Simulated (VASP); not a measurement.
Here is a VASP 6.6.1 calculation.

INCAR

```
  PREC = Accurate
  ENCUT = 600
  EDIFF = 1E-6
  ISMEAR = 0
  SIGMA = 0.02
  LREAL = F
  LASPH = T
  NELM = 60
  ALGO = Normal
  ISIF = 3
  LWAVE = F
  LCHARG = F
  GGA = PE
  IBRION = 2
  NSW = 100
  EDIFFG = -0.005
```

Contents of KPOINTS:

```
regular mesh
0
Gamma
  12 12 2
```

File POSCAR:

```
WS2
1.0
    3.1842228900      0.0000000000      0.0000000000
   -1.5921114500      2.7576179200      0.0000000000
    0.0000000000      0.0000000000     12.9782823600
W S
2 4
Direct
    0.3333333300      0.6666666700      0.2500000000
    0.6666666700      0.3333333300      0.7500000000
    0.3333333300      0.6666666700      0.6298049400
    0.6666666700      0.3333333300      0.1298049400
    0.3333333300      0.6666666700      0.8701950600
    0.6666666700      0.3333333300      0.3701950600
```

Potentials or basis: VASP PAW PBE potentials, release 64 (W_sv, S).

Command:

```console
$ cat potpaw_PBE.64/W_sv/POTCAR potpaw_PBE.64/S/POTCAR > POTCAR
$ mpirun -np 1 vasp_std > vasp.out
```

(1) Predict the space group after relaxing (to 0.1 Å).

(2) What does it give for the relaxed cell?

(3) What does it give for the band gap on the k mesh?

Results:

(1) P6_3/mmc (No. 194).

(2) a = 3.187 Å, b = 3.187 Å, c = 14.347 Å, α = 90.00°, β = 90.00°, γ = 120.00°.

(3) 1.58 eV (least direct gap 1.79 eV).

Caveat: spin-orbit coupling is left out, which moves the levels of the heavy elements.
